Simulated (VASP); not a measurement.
Set up this calculation in VASP 6.6.1, as the native input.

```yaml
Task: single point
Functional: PBE
Potentials_or_basis: VASP PAW PBE potentials, release 64 (H, O, Cs_sv)
Cutoff: 520 eV
k_mesh: 6 × 6 × 6
Occupations: gaussian, width 0.01 eV
Spin: no spin polarisation
Dipole_correction: no
Further_INCAR_settings: ALGO = Normal; EDIFF = 1e-07; NBANDS = 25
```

The structure of Cs3HO lies in POSCAR:

```
Cs3HO
1.0
    5.5837000000      0.0000000000      0.0000000000
    0.0000000000      5.5837000000      0.0000000000
    0.0000000000      0.0000000000      5.5837000000
H O Cs
1 1 3
Direct
    0.0000000000      0.0000000000      0.0000000000
    0.5000000000      0.5000000000      0.5000000000
    0.5000000000      0.5000000000      0.0000000000
    0.5000000000      0.0000000000      0.5000000000
    0.0000000000      0.5000000000      0.5000000000
```

One way to write it, as run:

INCAR

```
PREC = Accurate
ENCUT = 520
EDIFF = 1E-7
ISMEAR = 0
SIGMA = 0.01
LREAL = False
LASPH = True
NELM = 60
ALGO = Normal
ISIF = 2
LWAVE = False
LCHARG = False
GGA = PE
NBANDS = 25
```

KPOINTS

```
regular mesh
0
Gamma
  6 6 6
```

Potentials or basis: VASP PAW PBE potentials, release 64 (H, O, Cs_sv).

The run is started by

```console
$ cat potpaw_PBE.64/H/POTCAR potpaw_PBE.64/O/POTCAR potpaw_PBE.64/Cs_sv/POTCAR > POTCAR
$ mpirun -np 1 vasp_std > vasp.out
```

It gave:

* Pressure: 2.5 GPa
* Band gap on the k mesh: 0.72 eV, indirect (least direct gap 0.81 eV)

Caveat: spin-orbit coupling is left out, which moves the levels of the heavy elements.

Wall time 92 s on 1 thread of AMD EPYC 7R13 Processor (Zen 3) (shared host), peak memory 0.25 GiB.
